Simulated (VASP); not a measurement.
# Si16HC16 (a cell with a defect) (H interstitial hop between voids) in VASP: further runs, part 2 of 2

VASP 6.6.1. The steps go on from the part before.

## Step 3: Single point, PBE

Input file INCAR:

```
SYSTEM = Si16HC16
PREC = Accurate ; ENCUT = 520
EDIFF = 1E-6 ; ISMEAR = -1
SIGMA = 0.01 ; LREAL = Auto
LASPH = .True. ; NELM = 120
ALGO = Normal ; ISIF = 2
LWAVE = .False. ; LCHARG = .True.
GGA = PE ; LELF = .True.
LVHAR = .True. ; NELECT = 130.0
NBANDS = 86 ; GGA_COMPAT = .False.
```

Input file KPOINTS:

```
Automatic mesh
0
Gamma
  1 1 1
  0 0 0
```

Input file POSCAR:

```
Si16HC16
1.0
   -4.3797050000      4.3797050000     -4.3797050000
    4.3797050000      4.3797050000      4.3797050000
    4.3797050000     -4.3797050000     -4.3797050000
Si C H
16 16 1
Direct
   -0.0069611994     -0.0052308318      0.7456398319
   -0.0006973072      0.2516306464      0.4937391902
   -0.0269553543      0.5064496353      0.2475592534
   -0.0019841519      0.7503210833     -0.0058494807
    0.2514304046      0.0037867847      0.5009947017
    0.2546597316      0.2278320115      0.2475743229
    0.2445662436      0.4970258271     -0.0096174286
    0.2443915743      0.7476647400      0.7496532301
    0.4947515872     -0.0088188588      0.2475369916
    0.4977806724      0.2504577363     -0.0056712724
    0.4949706658      0.4966871056      0.7494439694
    0.5016724871      0.7540801264      0.5046339879
    0.7530643046      0.0054108667      0.0012867305
    0.7423020500      0.2455426792      0.7454816021
    0.7510301493      0.5037306166      0.5008003964
    0.7387723602      0.7468652569      0.2475747796
   -0.0003124640      0.0002428246     -0.0029995171
   -0.0069248956      0.2456260182      0.7430519864
   -0.0016175747      0.5028077234      0.4983821970
   -0.0060112496      0.7552789514      0.2475816294
    0.2456348087     -0.0018856293      0.7476143941
    0.2502248439      0.2508229436      0.4980914240
    0.2469185710      0.4972108852      0.2473542168
    0.2455084304      0.7470071614     -0.0023495875
    0.4953872464     -0.0031553495      0.4974267673
    0.5032662017      0.2458924745      0.2475716972
    0.4945299969      0.4980124232     -0.0024654629
    0.4975620504      0.7501060003      0.7520189145
    0.7467899094     -0.0011352363      0.2475186114
    0.7475454397      0.2519830674     -0.0032867510
    0.7456237349      0.4980612849      0.7475363067
    0.7445026549      0.7480070005      0.4975510908
    0.1123335932      0.3669214022      0.2464196790
```

Potentials or basis: VASP PAW PBE potentials, release 64 (Si, C, H).

Run with:

```
$ cat potpaw_PBE.64/Si/POTCAR potpaw_PBE.64/C/POTCAR potpaw_PBE.64/H/POTCAR > POTCAR
$ mpirun -np 1 vasp_gam > vasp.out
```

OUTCAR:

```text
SYSTEM = Si16HC16
   PREC = Accurate
   ENCUT = 520
   EDIFF = 1E-6
   ISMEAR = -1
   LREAL = Auto
   LASPH = .True.
   NELM = 120
   ISIF = 2
   GGA = PE
   NELECT = 130.0

 ion  position               nearest neighbor table
   1  0.993  0.995  0.746-  17 1.88  32 1.88  21 1.90  18 1.91  15 3.04  12 3.04   4 3.05  13 3.07
                            16 3.09   8 3.09  14 3.11   7 3.11   6 3.11   5 3.12  10 3.13
   2  0.999  0.252  0.494-  22 1.89  19 1.90  29 1.90  18 1.92  13 3.05  11 3.07   8 3.07   7 3.08
                             5 3.10  15 3.10   3 3.11   6 3.11   9 3.13  16 3.13
   3  0.973  0.506  0.248-  33 1.73  20 1.84  19 1.86  30 1.86  23 2.10  16 2.94  15 2.95  10 2.95
                             4 3.09   5 3.09   2 3.11  13 3.11  14 3.12   8 3.12
   4  0.998  0.750  0.994-  24 1.88  17 1.88  31 1.90  20 1.92   6 2.96   8 3.04   1 3.05  15 3.06
                             9 3.08   3 3.09   7 3.10  13 3.10  11 3.12  14 3.13   5 3.14
   5  0.251  0.004  0.501-  25 1.88  22 1.88  21 1.90  20 1.92   6 2.96  14 3.04  11 3.05  10 3.06
                             9 3.08   3 3.09  12 3.10   2 3.10   1 3.12   8 3.13   4 3.14
   6  0.255  0.228  0.248-  33 1.74  26 1.84  22 1.86  17 1.86  23 2.06   9 2.95   5 2.96   4 2.96
                            10 3.08  15 3.08   2 3.11  13 3.11  11 3.11   1 3.11
   7  0.245  0.497  0.990-  24 1.88  27 1.88  18 1.90  23 1.94  11 3.04   8 3.04   9 3.06  16 3.06
                             2 3.08  10 3.10   4 3.10   1 3.11  14 3.11
   8  0.244  0.748  0.750-  19 1.88  24 1.88  21 1.90  28 1.91   4 3.04   7 3.04  15 3.06   2 3.07
                             9 3.08   1 3.09  11 3.11  12 3.11  10 3.11   3 3.12   5 3.13
   9  0.495  0.991  0.248-  24 1.88  25 1.88  29 1.89  26 1.91   6 2.95  16 3.02   7 3.06  12 3.06
                             4 3.08   5 3.08   8 3.08  14 3.08   2 3.13  13 3.13
  10  0.498  0.250  0.994-  27 1.88  30 1.88  21 1.90  26 1.92   3 2.95  11 3.04   5 3.06  14 3.06
                            16 3.08   6 3.08   7 3.10  13 3.10   8 3.11   1 3.13  15 3.14
  11  0.495  0.497  0.749-  22 1.88  27 1.88  31 1.90  28 1.91  10 3.04   7 3.04   5 3.05   2 3.07
                            16 3.09  14 3.09   8 3.11  12 3.11   6 3.11   4 3.12  15 3.13
  12  0.502  0.754  0.505-  32 1.88  25 1.88  28 1.90  23 1.94   1 3.04  14 3.04  16 3.06   9 3.06
                            13 3.08  15 3.10   5 3.10  11 3.11   8 3.11
  13  0.753  0.005  0.001-  17 1.90  30 1.90  29 1.90  28 1.92   2 3.05   1 3.07  14 3.07  12 3.08
                             4 3.10  10 3.10   3 3.11   6 3.11   9 3.13  16 3.13
  14  0.742  0.246  0.745-  30 1.88  25 1.88  31 1.90  18 1.91   5 3.04  12 3.04  10 3.06  13 3.07
                             9 3.08  11 3.09   1 3.11   7 3.11  15 3.12   3 3.12   4 3.13
  15  0.751  0.504  0.501-  32 1.88  19 1.88  31 1.90  26 1.92   3 2.95   1 3.04   4 3.06   8 3.06
                            16 3.08   6 3.08  12 3.10   2 3.10  14 3.12  11 3.13  10 3.14
  16  0.739  0.747  0.248-  32 1.88  27 1.88  29 1.89  20 1.92   3 2.94   9 3.02  12 3.06   7 3.06
                            15 3.08  10 3.08   1 3.09  11 3.09   2 3.13  13 3.13
  17  1.000  0.000  0.997-   6 1.86   1 1.88   4 1.88  13 1.90
  18  0.993  0.246  0.743-   7 1.90  14 1.91   1 1.91   2 1.92
  19  0.998  0.503  0.498-   3 1.86   8 1.88  15 1.88   2 1.90
  20  0.994  0.755  0.248-   3 1.84  16 1.92   5 1.92   4 1.92
  21  0.246  0.998  0.748-  10 1.90   5 1.90   8 1.90   1 1.90
  22  0.250  0.251  0.498-   6 1.86  11 1.88   5 1.88   2 1.89
  23  0.247  0.497  0.247-  33 1.16   7 1.94  12 1.94   6 2.06   3 2.10
  24  0.246  0.747  0.998-   7 1.88   4 1.88   9 1.88   8 1.88
  25  0.495  0.997  0.497-  12 1.88   5 1.88   9 1.88  14 1.88
  26  0.503  0.246  0.248-   6 1.84   9 1.91  10 1.92  15 1.92
  27  0.495  0.498  0.998-   7 1.88  10 1.88  16 1.88  11 1.88
  28  0.498  0.750  0.752-  12 1.90   8 1.91  11 1.91  13 1.92
  29  0.747  0.999  0.248-  16 1.89   9 1.89   2 1.90  13 1.90
  30  0.748  0.252  0.997-   3 1.86  14 1.88  10 1.88  13 1.90
  31  0.746  0.498  0.748-   4 1.90  15 1.90  14 1.90  11 1.90
  32  0.745  0.748  0.498-  12 1.88  15 1.88  16 1.88   1 1.88
  33  0.112  0.367  0.246-  23 1.16   3 1.73   6 1.74

  LATTYP: Found a body centered cubic cell.
 ALAT       =     8.7594100000

  Lattice vectors:

 A1 = (  -4.3797050000,   4.3797050000,  -4.3797050000)
 A2 = (   4.3797050000,   4.3797050000,   4.3797050000)
[... 161 lines left out ...]
   LNONCOLLINEAR =      F non collinear calculations
   LSORBIT =      F    spin-orbit coupling
   LASPH  =      T    aspherical Exc in radial PAW
   ENCUT  =  520.0 eV  38.22 Ry    6.18 a.u.  14.10 14.10 14.10*2*pi/ulx,y,z
   NELM   =    120;   NELMIN=  2; NELMDL= -5     # of ELM steps
   EDIFF  = 0.1E-05   stopping-criterion for ELM
   LREAL  =      T    real-space projection
   EDIFFG = 0.1E-04   stopping-criterion for IOM
   NSW    =      0    number of steps for IOM
   IBRION =     -1    ionic relax: 0-MD 1-quasi-New 2-CG
   NFREE  =      0    steps in history (QN), initial steepest desc. (CG)
   ISIF   =      2    stress and relaxation
   ISYM   =      2    0-nonsym 1-usesym 2-fastsym
   POTIM  = 0.5000    time-step for ionic-motion
   TEBEG  =    0.0;   TEEND  =   0.0 temperature during run
   PSTRESS=    0.0 pullay stress
   NELECT =     130.0000    total number of electrons
   NUPDOWN=      -1.0000    fix difference up-down
   EMIN   =  10.00;   EMAX   =-10.00  energy-range for DOS
   EFERMI =   0.00;   METHOD = LEGACY
   ISMEAR =    -1;   SIGMA  =   0.01  broadening in eV -4-tet -1-fermi 0-gaus
   EFERMI_NEDOS =   21; number of points for ismear=-14 and -15
   IALGO  =     38    algorithm
   IMIX   =      4    mixing-type and parameters
     AMIX     =   0.40;   BMIX     =  1.00
     AMIX_MAG =   1.60;   BMIX_MAG =  1.00
  volume/ion in A,a.u.               =      10.18        68.72
  Fermi-wavevector in a.u.,A,eV,Ry     =   1.192864  2.254187 19.360078  1.422926
  Thomas-Fermi vector in A             =   2.328892
   LORBIT       =      0    0 simple, 1 ext, 2 COOP (PROOUT), +10 PAW based schemes
   GGA     = PE    functional components
   LHFCALC =     F    Hartree Fock is set to
   AEXX    =    0.0000 exact exchange contribution
   IVDW    =     0    specifies the selected vdW correction
   LEPSILON=     F    determine dielectric tensor
   LRPA    =     F    only Hartree local field effects (RPA)
 non-spin polarized calculation
  energy-cutoff  :      520.00
  volume of cell :      336.04
 maximum number of plane-waves:      4475
   NGX = 29   NGY = 29   NGZ = 29

 number of electron     130.0000000 magnetization

 Free energy of the ion-electron system (eV)
  ---------------------------------------------------
  ext. energy  EPLUGINS =         0.00000000
  ---------------------------------------------------
  free energy    TOTEN  =      -229.41975444 eV

  energy without entropy =     -229.41971998  energy(sigma->0) =     -229.41973721

 E-fermi :   8.9945     XC(G=0): -11.3574

 val. band max:        8.9005069546   @ k =   0.0000   0.0000   0.0000
 cond. band min:       9.0884810081   @ k =   0.0000   0.0000   0.0000
 fundamental gap:      0.1879740535
 Fermi energy:         8.9944939839

 k-point     1 :       0.0000    0.0000    0.0000
  band No.  band energies     occupation
      1      -7.5098      2.00000
      2      -5.5335      2.00000
      3      -4.6421      2.00000
      4      -4.4883      2.00000
      5      -4.4490      2.00000
      6      -4.4481      2.00000
[... 69 lines left out ...]
     76      13.3566      0.00000
     77      13.3606      0.00000
 [bands above 77 left out]

------------------------ aborting loop because EDIFF is reached ----------------------------------------

  FORCE on cell =-STRESS in cart. coord.  units (eV):
  Direction    XX          YY          ZZ          XY          YZ          ZX
  --------------------------------------------------------------------------------------
  -------------------------------------------------------------------------------------
  Total       15.1033793     17.9618697     15.1184136     -0.1352193     -0.1238017      3.0538071
  in kB       72.0095577     85.6382048     72.0812377     -0.6446957     -0.5902592     14.5598738
  external PRESSURE =      76.5763334 kB  Pullay stress =       0.0000000 kB

 VOLUME and BASIS-vectors are now :
 -----------------------------------------------------------------------------
  energy-cutoff  :      520.00
  volume of cell :      336.04
      direct lattice vectors                 reciprocal lattice vectors
    -4.379705000  4.379705000 -4.379705000     0.000000000  0.114162940 -0.114162940
     4.379705000  4.379705000  4.379705000     0.114162940  0.114162940  0.000000000
     4.379705000 -4.379705000 -4.379705000     0.114162940  0.000000000 -0.114162940

 POSITION                                       TOTAL-FORCE (eV/Angst)
 -----------------------------------------------------------------------------------
      3.27326      5.44033     -3.25810         0.015429     -0.005746      0.007427
     -1.11215      3.31629     -5.43701         0.017179      0.010748     -0.007582
     -0.95931      5.39551     -3.12778         0.021393     -0.019227      0.019921
      3.26926      3.30311     -5.43892         0.023454      0.008632     -0.009533
      1.10960     -1.07643     -3.27882        -0.019304      0.002370      0.022545
      0.96681      1.02887     -1.20180        -0.027066     -0.038897     -0.025102
[... 25 lines left out ...]
      2.19448      4.35763     -2.16378        -0.001950      0.011493      0.002213
      2.19427      1.01975      0.03577        -0.006249     -0.038024     -0.006568
 -----------------------------------------------------------------------------------
    total drift:                                0.017448      0.043803     -0.102399

  FREE ENERGIE OF THE ION-ELECTRON SYSTEM (eV)
  ---------------------------------------------------
  free  energy   TOTEN  =      -229.4197544355 eV

  energy  without entropy=     -229.4197199846  energy(sigma->0) =     -229.41973721
```

Run time: 32 s. Hardware: 1 thread of AMD EPYC 9R45 (Zen 5), shared host; peak memory 0.35 GiB.

What came out:

```
Free energy   : -229.4198 eV
Largest force : 0.074 eV/Å
```

Forces on the atoms (eV/Å):
```
Si   0.015 -0.006  0.007
Si   0.017  0.011 -0.008
Si   0.021 -0.019  0.020
Si   0.023  0.009 -0.010
Si  -0.019  0.002  0.023
Si  -0.027 -0.039 -0.025
Si  -0.012 -0.001  0.004
Si  -0.021 -0.015  0.003
Si   0.019 -0.011  0.019
Si   0.005  0.012 -0.012
Si   0.008 -0.005  0.015
Si   0.006 -0.005 -0.002
Si  -0.012  0.008  0.015
Si  -0.006 -0.016 -0.010
Si  -0.021  0.003  0.003
Si  -0.021  0.000 -0.012
C    0.002 -0.004  0.000
C    0.001  0.001 -0.006
C    0.008 -0.005 -0.022
C    0.018  0.007  0.011
C    0.000 -0.003 -0.003
C    0.008  0.001 -0.006
C    0.015  0.073  0.002
C    0.000  0.014 -0.009
C   -0.004  0.012 -0.001
C    0.010  0.002  0.004
C    0.007  0.013 -0.005
C   -0.013  0.003  0.006
C   -0.001 -0.004 -0.008
C   -0.014 -0.008  0.008
C   -0.003 -0.005  0.003
C   -0.002  0.011  0.002
H   -0.006 -0.038 -0.007
```

Caveat: the k points lie up to 1.01 Å⁻¹ apart; the cell carries a net charge on a neutralising background, which shifts energy and pressure; the cell is charged against a uniform background, so pressure and absolute levels hang on convention.
